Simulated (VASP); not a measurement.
Here is a VASP 6.6.1 calculation.

Contents of INCAR:

```
SYSTEM = Nb3CdB
PREC     = Accurate       ! precision mode
ENCUT    = 600            ! plane-wave cutoff, eV
EDIFF    = 1E-6           ! SCF threshold, eV
ISMEAR   = 0              ! smearing method
SIGMA    = 0.1            ! smearing width, eV
LREAL    = .FALSE.        ! projectors in reciprocal space
LASPH    = .TRUE.         ! aspherical terms in the spheres
NELM     = 100            ! most SCF steps
ALGO     = Normal         ! electronic algorithm
ISIF     = 3              ! what is computed and relaxed
LWAVE    = .FALSE.        ! write WAVECAR
LCHARG   = .FALSE.        ! write CHGCAR
GGA      = PE             ! functional
IBRION   = 2              ! ionic algorithm
NSW      = 90             ! ionic steps
EDIFFG   = -0.04          ! ionic threshold
```

KPOINTS

```
regular mesh
0
G
  4 4 4
  0 0 0
```

The input POSCAR:

```
Nb3CdB
1.0
    4.4096799700      0.0000000000      0.0000000000
    0.0000000000      4.4096799700      0.0000000000
    0.0000000000      0.0000000000      4.4096799700
Nb Cd B
3 1 1
Direct
    0.0000000000      0.5000000000      0.5000000000
    0.5000000000      0.0000000000      0.5000000000
    0.5000000000      0.5000000000      0.0000000000
    0.5000000000      0.5000000000      0.5000000000
    0.0000000000      0.0000000000      0.0000000000
```

Potentials or basis: VASP PAW PBE potentials, release 64 (Nb_sv, Cd, B).

Run with:

```sh
$ cat potpaw_PBE.64/Nb_sv/POTCAR potpaw_PBE.64/Cd/POTCAR potpaw_PBE.64/B/POTCAR > POTCAR
$ mpirun -np 1 vasp_std > vasp.out
```

Problem. Predict the space group after relaxing (to 0.1 Å).

Solution. Pm-3m (No. 221).

Problem. What does it give for the relaxed cell?

Solution. a = 4.923 Å, b = 4.923 Å, c = 4.923 Å, α = 90.00°, β = 90.00°, γ = 90.00°.

Step by step:
```
step  energy change (eV)  largest force (eV/Å)  pressure (GPa)  volume (Å³)
   1              0.0000                0.0000           61.97        85.75
   2              0.3424                0.0000          -12.94       197.22
   3             -4.7565                0.0000           -2.99       124.14
   4             -4.7945                0.0000           -1.32       121.34
   5             -4.8024                0.0000            0.08       119.31
```

Caveat: the volume moved by over 15 % at a fixed basis, so the end points are rough.
